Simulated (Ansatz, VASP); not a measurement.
## Ru: VASP beside Ansatz

```
Ru
1.0
     2.70580    0.00000    0.00000
    -1.35290    2.34329    0.00000
     0.00000    0.00000    4.28190
Ru
2
Direct
  0.33333 0.66667 0.25000
  0.66667 0.33333 0.75000
```

Alike in both runs: task relaxation of cell and atoms; functional PBEsol; k mesh 18 × 18 × 10; occupations gaussian, width 0.1 eV; no spin polarisation.

```csv
,VASP,Ansatz
version,VASP 6.6.1,Ansatz 0.2.0
potentials or method,"VASP PAW PBE potentials, release 64 (Ru_pv), cutoff 600 eV","scalar-relativistic, plane waves, PAW"
valence electrons in the cell,28,32
```

Ansatz gave:

| Property | Result |
| --- | --- |
| gap on the k mesh at the Fermi level, each at its own relaxed structure (eV) | none |
| relaxed volume (Å³/atom) | 13.32 |
| relaxed cell length with the largest relative difference (Å) | 2.690 |

**Question.** Estimate VASP's values.

**Answer.** gap on the k mesh at the Fermi level, each at its own relaxed structure (eV): none; relaxed volume (Å³/atom): 13.31; relaxed cell length with the largest relative difference (Å): 2.689.

VASP's potentials were made for PBE, not for PBEsol. A gap of «none» marks a metal or a gap that the smearing closes. VASP's potentials hold 28 valence electrons a cell and Ansatz's 32, so a difference there can come from the potentials and not from the codes.
